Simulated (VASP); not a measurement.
# IrRh2 (P-3m1) in VASP: single point with PBE

Aim: the single point of IrRh2 with PBE.

Program: VASP 6.6.1. These are calculated values, not measurements. Logs are shortened: lines on timing, memory, paths and dates and some standing lists are left out, and cuts for length are marked.

## 1. The cell of the first run

Symmetry: P-3m1, No. 164, trigonal system. Conventional cell: a = 2.733 Å, b = 2.733 Å, c = 13.220 Å, α = 90.00°, β = 90.00°, γ = 120.00°. Within 3.6 Å of Ir (site symmetry 3m) lie 3 Rh at 2.72 Å and 9 Ir at 2.72 to 2.73 Å. Within 3.6 Å of Rh (site symmetry 3m) lie 9 Rh at 2.71 to 2.73 Å and 3 Ir at 2.72 Å. Within 3.6 Å of Rh (site symmetry 3m) lie 12 Rh at 2.69 to 2.73 Å.

## 2. Single point, PBE

INCAR

```
PREC = Accurate
ENCUT = 500
EDIFF = 1E-6
ISMEAR = 0
SIGMA = 0.2
LREAL = False
LASPH = True
NELM = 300
ALGO = All
ISIF = 2
LWAVE = False
LCHARG = False
GGA = PE
NBANDS = 90
GGA_COMPAT = False
ISEARCH = 1
KPAR = 4
```

KPOINTS

```
regular mesh
0
Gamma
  8 6 2
```

POSCAR

```
IrRh2
1.0
    1.3667138959     -2.3672179071      0.0000000000
   -4.1001416877     -2.3672179071      0.0000000000
    0.0000000000      0.0000000000    -13.2198970000
Ir Rh
4 8
Direct
    0.5000000000      0.8333333333      0.5836020000
    0.0000000000      0.3333333333      0.5836020000
    1.0000000000      0.6666666667      0.4163980000
    0.5000000000      0.1666666667      0.4163980000
    0.5000000000      0.8333333333      0.2492670000
    0.0000000000      0.3333333333      0.2492670000
    0.5000000000      0.8333333333      0.9173870000
    0.0000000000      0.3333333333      0.9173870000
    1.0000000000      0.6666666667      0.0826130000
    0.5000000000      0.1666666667      0.0826130000
    1.0000000000      0.6666666667      0.7507330000
    0.5000000000      0.1666666667      0.7507330000
```

Potentials or basis: VASP PAW PBE potentials, release 64 (Ir, Rh_pv).

Started as:

```bash
> cat potpaw_PBE.64/Ir/POTCAR potpaw_PBE.64/Rh_pv/POTCAR > POTCAR
> mpirun -np 4 vasp_std > vasp.out
```

OUTCAR:

```text
PREC = Accurate
   ENCUT = 500
   EDIFF = 1E-6
   ISMEAR = 0
   LREAL = False
   LASPH = True
   NELM = 300
   ISIF = 2
   GGA = PE

 ion  position               nearest neighbor table
   1  0.500  0.833  0.584-  11 2.72  11 2.72  12 2.72   3 2.72   3 2.72   4 2.72   2 2.73   2 2.73
                             2 2.73   2 2.73
   2  0.000  0.333  0.584-  12 2.72  12 2.72  11 2.72   4 2.72   4 2.72   3 2.72   1 2.73   1 2.73
                             1 2.73   1 2.73
   3  0.000  0.667  0.416-   5 2.72   5 2.72   6 2.72   1 2.72   1 2.72   2 2.72   4 2.73   4 2.73
                             4 2.73   4 2.73
   4  0.500  0.167  0.416-   6 2.72   6 2.72   5 2.72   2 2.72   2 2.72   1 2.72   3 2.73   3 2.73
                             3 2.73   3 2.73
   5  0.500  0.833  0.249-   9 2.71   9 2.71  10 2.71   3 2.72   3 2.72   4 2.72   6 2.73   6 2.73
                             6 2.73   6 2.73
   6  0.000  0.333  0.249-  10 2.71  10 2.71   9 2.71   4 2.72   4 2.72   3 2.72   5 2.73   5 2.73
                             5 2.73   5 2.73
   7  0.500  0.833  0.917-   9 2.69   9 2.69  10 2.69  11 2.71  11 2.71  12 2.71   8 2.73   8 2.73
                             8 2.73   8 2.73
   8  0.000  0.333  0.917-  10 2.69  10 2.69   9 2.69  12 2.71  12 2.71  11 2.71   7 2.73   7 2.73
                             7 2.73   7 2.73
   9  0.000  0.667  0.083-   7 2.69   7 2.69   8 2.69   5 2.71   5 2.71   6 2.71  10 2.73  10 2.73
                            10 2.73  10 2.73
  10  0.500  0.167  0.083-   8 2.69   8 2.69   7 2.69   6 2.71   6 2.71   5 2.71   9 2.73   9 2.73
                             9 2.73   9 2.73
  11  0.000  0.667  0.751-   7 2.71   7 2.71   8 2.71   1 2.72   1 2.72   2 2.72  12 2.73  12 2.73
                            12 2.73  12 2.73
  12  0.500  0.167  0.751-   8 2.71   8 2.71   7 2.71   2 2.72   2 2.72   1 2.72  11 2.73  11 2.73
                            11 2.73  11 2.73

  LATTYP: Found a simple orthorhombic cell.
 ALAT       =     2.7334277918
 B/A-ratio  =     1.7320508076
 C/A-ratio  =     4.8363805474

  Lattice vectors:

 A1 = (   1.3667138959,  -2.3672179071,   0.0000000000)
 A2 = (  -4.1001416877,  -2.3672179071,   0.0000000000)
 A3 = (   0.0000000000,   0.0000000000, -13.2198970000)

Analysis of symmetry for initial positions (statically):
=====================================================================
 Subroutine PRICEL returns following result:

  LATTYP: Found a hexagonal cell.
 ALAT       =     2.7334277918
 C/A-ratio  =     4.8363805474

  Lattice vectors:

 A1 = (  -1.3667138959,   2.3672179071,   0.0000000000)
[... 158 lines left out ...]
   EMIN   =  10.00;   EMAX   =-10.00  energy-range for DOS
   EFERMI =   0.00;   METHOD = LEGACY
   ISMEAR =     0;   SIGMA  =   0.20  broadening in eV -4-tet -1-fermi 0-gaus
   EFERMI_NEDOS =   21; number of points for ismear=-14 and -15
   IALGO  =     58    algorithm
   IMIX   =      4    mixing-type and parameters
     AMIX     =   0.40;   BMIX     =  1.00
     AMIX_MAG =   1.60;   BMIX_MAG =  1.00
  volume/ion in A,a.u.               =      14.26        96.21
  Fermi-wavevector in a.u.,A,eV,Ry     =   1.587505  2.999949 34.289017  2.520172
  Thomas-Fermi vector in A             =   2.686652
   LORBIT       =      0    0 simple, 1 ext, 2 COOP (PROOUT), +10 PAW based schemes
   GGA     = PE    functional components
   LHFCALC =     F    Hartree Fock is set to
   AEXX    =    0.0000 exact exchange contribution
   IVDW    =     0    specifies the selected vdW correction
   LEPSILON=     F    determine dielectric tensor
   LRPA    =     F    only Hartree local field effects (RPA)
 non-spin polarized calculation
 Gauss-broadening in eV      SIGMA  =   0.20
  energy-cutoff  :      500.00
  volume of cell :      171.08
 maximum number of plane-waves:      4386
 NGX is ok and might be reduce to    20
   NGX =  9   NGY = 17   NGZ = 49

 number of electron     156.0000032 magnetization

 Free energy of the ion-electron system (eV)
  ---------------------------------------------------
  ext. energy  EPLUGINS =         0.00000000
  ---------------------------------------------------
  free energy    TOTEN  =       -93.11710015 eV

  energy without entropy =      -92.72567859  energy(sigma->0) =      -92.92138937

 E-fermi :  11.0096     XC(G=0): -13.8478

 val. band max:       11.0059664858   @ k =   0.1250   0.3333   0.0000
 cond. band min:      11.0128995579   @ k =   0.3750   0.3333   0.0000
 fundamental gap:      0.0069330722
 Fermi energy:        11.0095792907

 k-point     1 :       0.0000    0.0000    0.0000
  band No.  band energies     occupation
      1     -36.0224      2.00000
      2     -36.0040      2.00000
      3     -35.9868      2.00000
      4     -35.9665      2.00000
      5     -35.8977      2.00000
      6     -35.8806      2.00000
[... 2221 lines left out ...]
     89      15.8613      0.00000
     90      16.3532      0.00000

 [... further k-points ...]

------------------------ aborting loop because EDIFF is reached ----------------------------------------

  FORCE on cell =-STRESS in cart. coord.  units (eV):
  Direction    XX          YY          ZZ          XY          YZ          ZX
  --------------------------------------------------------------------------------------
  -------------------------------------------------------------------------------------
  Total        0.2608685      0.6776379      1.0218473     -0.3609329      0.0096303      0.0166800
  in kB        2.4430273      6.3460626      9.5695753     -3.3801277      0.0901874      0.1562075
  external PRESSURE =       6.1195551 kB  Pullay stress =       0.0000000 kB

 VOLUME and BASIS-vectors are now :
 -----------------------------------------------------------------------------
  energy-cutoff  :      500.00
  volume of cell :      171.08
      direct lattice vectors                 reciprocal lattice vectors
     1.366713896 -2.367217907  0.000000000     0.182920508 -0.316827613  0.000000000
    -4.100141688 -2.367217907  0.000000000    -0.182920508 -0.105609204  0.000000000
     0.000000000  0.000000000-13.219897000     0.000000000  0.000000000 -0.075643555

 POSITION                                       TOTAL-FORCE (eV/Angst)
 -----------------------------------------------------------------------------------
     -2.73343     -3.15629     -7.71516         0.019048      0.010997     -0.033616
     -1.36671     -0.78907     -7.71516         0.019048      0.010997     -0.033616
     -2.73343     -1.57815     -5.50474        -0.019048     -0.010997      0.033616
     -0.00000     -1.57815     -5.50474        -0.019048     -0.010997      0.033616
     -2.73343     -3.15629     -3.29528         0.008203      0.004736      0.012765
     -1.36671     -0.78907     -3.29528         0.008203      0.004736      0.012765
     -2.73343     -3.15629    -12.12776         0.010351      0.005976      0.013109
     -1.36671     -0.78907    -12.12776         0.010351      0.005976      0.013109
     -2.73343     -1.57815     -1.09214        -0.010351     -0.005976     -0.013109
     -0.00000     -1.57815     -1.09214        -0.010351     -0.005976     -0.013109
     -2.73343     -1.57815     -9.92461        -0.008203     -0.004736     -0.012765
     -0.00000     -1.57815     -9.92461        -0.008203     -0.004736     -0.012765
 -----------------------------------------------------------------------------------
    total drift:                               -0.000000     -0.000000     -0.000000

  FREE ENERGIE OF THE ION-ELECTRON SYSTEM (eV)
  ---------------------------------------------------
  free  energy   TOTEN  =       -93.1171001483 eV

  energy  without entropy=      -92.7256788943  energy(sigma->0) =      -92.92138952
```

Wall time 17 min (4 MPI ranks of Intel Xeon Platinum 8375C at 2.90GHz (Ice Lake), shared host); peak memory 1 GiB.

Results:

```
Free energy            : -93.1171 eV
Pressure               : 0.6 GPa
Largest force          : 0.040 eV/Å
Band gap on the k mesh : zero (bands 78 and 79 overlap by 1.84 eV)
```

Forces on the atoms (eV/Å):
```
Ir   0.019  0.011 -0.034
Ir   0.019  0.011 -0.034
Ir  -0.019 -0.011  0.034
Ir  -0.019 -0.011  0.034
Rh   0.008  0.005  0.013
Rh   0.008  0.005  0.013
Rh   0.010  0.006  0.013
Rh   0.010  0.006  0.013
Rh  -0.010 -0.006 -0.013
Rh  -0.010 -0.006 -0.013
Rh  -0.008 -0.005 -0.013
Rh  -0.008 -0.005 -0.013
```

Stress tensor (GPa, compression positive):
```
 0.24 -0.34  0.02
-0.34  0.63  0.01
 0.02  0.01  0.96
```

Levels at points of the mesh, in eV from the Fermi level:
```csv
k point,band 76,band 77,band 78,band 79,band 80,band 81
"(0.00, 0.00, 0.00)",-0.06,0.02,0.02,0.24,0.25,0.37
"(0.50, 0.00, 0.00)",-0.14,0.36,0.36,0.43,0.43,0.76
"(0.00, 0.50, 0.00)",-1.15,-0.96,-0.96,-0.95,-0.95,-0.62
"(0.50, 0.50, 0.00)",0.62,0.64,0.64,0.74,0.74,0.93
"(0.00, 0.00, 0.50)",-0.42,-0.40,-0.39,0.10,0.10,0.16
"(0.50, 0.00, 0.50)",-0.07,0.47,0.47,0.51,0.51,0.60
"(0.00, 0.50, 0.50)",-1.31,-1.24,-1.24,-1.20,-1.20,-0.43
"(0.50, 0.50, 0.50)",0.55,0.55,0.55,0.64,0.64,0.93
```

Caveat: spin-orbit coupling is left out, which moves the levels of the heavy elements.
